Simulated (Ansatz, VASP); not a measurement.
## One calculation of As, two programs

```xyz
2
Lattice="1.8799 1.0854 3.3288 -1.8799 1.0854 3.3288 0.0000 -2.1707 3.3288" Properties=species:S:1:pos:R:3 pbc="T T T"
As    0.0000    0.0000    2.3024
As    0.0000    0.0000    7.6841
```

Alike in both runs: functional LDA; k mesh 15 × 15 × 15; occupations gaussian, width 0.1 eV; no spin polarisation.

Ansatz relaxed the structure, and its values are those at the end. VASP's run is a single point on that final structure, the one shown.

|  | VASP | Ansatz |
| --- | --- | --- |
| version | VASP 6.6.1 | Ansatz 0.2.0 |
| potentials or method | VASP PAW LDA potentials, release 64 (As), cutoff 520 eV | scalar-relativistic, plane waves, PAW |
| valence electrons in the cell | 10 | 30 |

Ansatz gave:

| Property | Result |
| --- | --- |
| gap on the k mesh at the Fermi level (eV) | none |
| pressure (GPa) | 0.0 |
| rms of the force components (eV/Å) | 0.000 |

Problem. Which values does VASP return?

Solution. gap on the k mesh at the Fermi level (eV): none; pressure (GPa): 0.4; rms of the force components (eV/Å): 0.037.

Ansatz warns that its potentials were made for another functional, while VASP's fit it. LDA's correlation is that of Perdew and Zunger in VASP and of Perdew and Wang (1992) in Ansatz. A gap of «none» marks a metal or a gap that the smearing closes. VASP's potentials hold 10 valence electrons a cell and Ansatz's 30, so a difference there can come from the potentials and not from the codes.
